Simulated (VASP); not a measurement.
A run of VASP 6.6.1 is set up as follows.

Contents of INCAR:

```
ALGO = Normal
EDIFF = 1E-7
ENCUT = 520
GGA = PS
ISIF = 2
ISMEAR = 0
LASPH = True
LCHARG = False
LREAL = False
LWAVE = False
NBANDS = 15
NELM = 80
PREC = Accurate
SIGMA = 0.05
```

File KPOINTS:

```
k-points
0
Gamma
  6 6 6
```

File POSCAR:

```
RbBr
1.0
    4.1260773000      0.0000000000      0.0000000000
    0.0000000000      4.1260773000      0.0000000000
    0.0000000000      0.0000000000      4.1260773000
Rb Br
1 1
Direct
   -0.0514125206     -0.0514125206     -0.0363541420
    0.5000000000      0.5000000000      0.5000000000
```

Potentials or basis: VASP PAW PBE potentials, release 64 (Rb_sv, Br).

Command:

```bash
$ cat potpaw_PBE.64/Rb_sv/POTCAR potpaw_PBE.64/Br/POTCAR > POTCAR
$ mpirun -np 1 vasp_std > vasp.out
```

Estimate the largest force.

0.298 eV/Å.

What does it give for the band gap on the k mesh?

3.96 eV (least direct gap 4.08 eV).

What does it give for the pressure?

0.0 GPa.

Stress tensor (GPa, compression positive):
```
0.00 0.47 0.36
0.47 0.00 0.36
0.36 0.36 0.05
```

Caveat: the cell differs from its parent crystal (atom 1 (Rb) moved by (-0.300, -0.150) A along [1 1 0] and z); the PAW data sets were made with another functional, which shifts forces and pressure a little. A k mesh can miss the band edges.
